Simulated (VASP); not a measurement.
Set up this calculation in VASP 6.6.1, as the native input.

```
Task                   : relaxation of cell and atoms
Functional             : r2SCAN
Potentials or basis    : VASP PAW PBE potentials, release 64 (Mg)
Cutoff                 : 600 eV
k mesh                 : 12 × 12 × 4
Occupations            : gaussian, width 0.1 eV
Spin                   : no spin polarisation
Dipole correction      : no
Further INCAR settings : ALGO = Normal; EDIFF = 1e-07; IBRION = 2; EDIFFG = -0.02; NSW = 90; ISIF = 3
```

Crystal: Mg.

```xyz
4
Lattice="3.1768 0.0000 0.0000 -1.5884 2.7512 0.0000 0.0000 0.0000 10.3189" Properties=species:S:1:pos:R:3 pbc="T T T"
Mg    0.0000    0.0000    0.0000
Mg    0.0000    1.8341    2.5797
Mg    0.0000    0.0000    5.1594
Mg    1.5884    0.9171    7.7391
```

The input as run:

POSCAR

```
Mg
1.0
    3.1768261656      0.0000000000      0.0000000000
   -1.5884130828      2.7512121628      0.0000000000
    0.0000000000      0.0000000000     10.3188620100
Mg
4
Direct
    0.0000000000      0.0000000000      0.0000000000
    0.3333333300      0.6666666700      0.2500000000
    0.0000000000      0.0000000000      0.5000000000
    0.6666666700      0.3333333300      0.7500000000
```

INCAR.step1

```
PREC = Accurate
ENCUT = 600
ISMEAR = 0
SIGMA = 0.1
LREAL = False
LASPH = True
NELM = 100
GGA = PE
ALGO = Normal
EDIFF = 1E-4
LWAVE = True
LCHARG = False
```

INCAR.step2

```
PREC = Accurate
ENCUT = 600
EDIFF = 1E-7
ISMEAR = 0
SIGMA = 0.1
LREAL = False
LASPH = True
NELM = 100
ALGO = Normal
ISIF = 3
LWAVE = False
LCHARG = False
METAGGA = R2SCAN
LMIXTAU = True
IBRION = 2
NSW = 90
EDIFFG = -0.02
ISTART = 1
```

KPOINTS

```
Automatic mesh
0
Gamma
  12 12 4
```

Potentials or basis: VASP PAW PBE potentials, release 64 (Mg).

Run with:

```sh
$ cat potpaw_PBE.64/Mg/POTCAR > POTCAR
$ cp INCAR.step1 INCAR
$ mpirun -np 1 vasp_std > vasp.out
$ cp INCAR.step2 INCAR
$ mpirun -np 1 vasp_std > vasp.out
```

Results of the run:

| Quantity | Value |
| --- | --- |
| Relaxed volume | 22.42 Å³/atom |
| Relaxed cell | a = 3.179 Å, b = 3.179 Å, c = 10.246 Å, α = 90.00°, β = 90.00°, γ = 120.00° |
| Space group after relaxing (to 0.1 Å) | P6_3/mmc (No. 194) |
| Energy gained by relaxing | 0.3 meV/atom |
| Ionic steps | 3 |
| Pressure after relaxing | 0.1 GPa |
| Band gap on the k mesh | zero (bands 4 and 5 overlap by 2.20 eV) |

Caveat: the PAW data sets were made with another functional, which shifts forces and pressure a little.

Run time: 4.4 min on 1 thread of Intel(R) Xeon(R) Platinum 8488C (Sapphire Rapids) (shared host), peak memory 0.29 GiB.
